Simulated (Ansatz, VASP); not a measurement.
**Two plane-wave programs on MnHg**

File INCAR:

```
SYSTEM = MnHg
  ALGO = Normal
  EDIFF = 1E-8
  ENCUT = 520
  GGA = PE
  ISIF = 2
  ISMEAR = -1
  ISPIN = 2
  LASPH = .TRUE.
  LCHARG = .FALSE.
  LEFG = .TRUE.
  LMAXMIX = 4
  LORBIT = 11
  LREAL = .FALSE.
  LWAVE = .FALSE.
  MAGMOM = 4 0
  NBANDS = 24
  NELM = 150
  PREC = Accurate
  SIGMA = 0.08
```

Contents of KPOINTS:

```
k-points
0
G
  10 10 10
  0 0 0
```

File POSCAR:

```
MnHg
1.0
    3.3800165063      0.0000000000      0.0000000000
    0.0000000000      3.3800165063      0.0000000000
    0.0000000000      0.0000000000      3.3800165063
Mn Hg
1 1
Direct
    0.5000000000      0.5000000000      0.5000000000
    0.0000000000      0.0000000000      0.0000000000
```

Input for Ansatz:

```yaml
crystal:
  lattice:
    - [3.3800165063, 0.0, 0.0]
    - [0.0, 3.3800165063, 0.0]
    - [0.0, 0.0, 3.3800165063]
  atoms:
    - { symbol: Mn, position: [0.5, 0.5, 0.5], spin: 4.0 }
    - { symbol: Hg, position: [0.0, 0.0, 0.0] }
magnetization:
  spin_polarized: true
kpoints:
  mp_grid: { grid: [10, 10, 10] }
scf:
  occupations: { method: fermi_dirac, width: 0.08 }
hamiltonian:
  xc: pbe
  pseudopotentials: { kind: paw }
output:
  forces: true
  stress: true
  eigenvalues: true
  efg: { contact_densities: true }
```

Change from the starting cell: volume scaled by 1.06, PAW files.

Alike in both runs: task electric field gradients; functional PBE; k mesh 10 × 10 × 10; occupations fermi-dirac, width 0.08 eV; collinear spin.

|  | VASP | Ansatz |
| --- | --- | --- |
| version | VASP 6.6.1 | Ansatz 0.2.0 |
| potentials or method | VASP PAW PBE potentials, release 64 (Mn_pv, Hg) | PAW with Ansatz's default frozen-core files, scalar-relativistic |
| plane-wave cutoff (eV) | 520 | 420 |
| valence electrons in the cell | 25 | 35 |

VASP gave:

* pressure (GPa): -3.1
* net moment per atom (μB): 2.01
* size of the moment on the site where the two differ most (μB): 3.91

**Question.** Which values does Ansatz return?

**Answer.** Pressure (GPa): -3.4; net moment per atom (μB): 2.01; size of the moment on the site where the two differ most (μB): 3.99.

Site moments also hang on the region over which each program counts them. VASP's potentials hold 25 valence electrons a cell and Ansatz's 35, so a difference there can come from the potentials and not from the codes.

Neither program's run includes spin-orbit coupling.
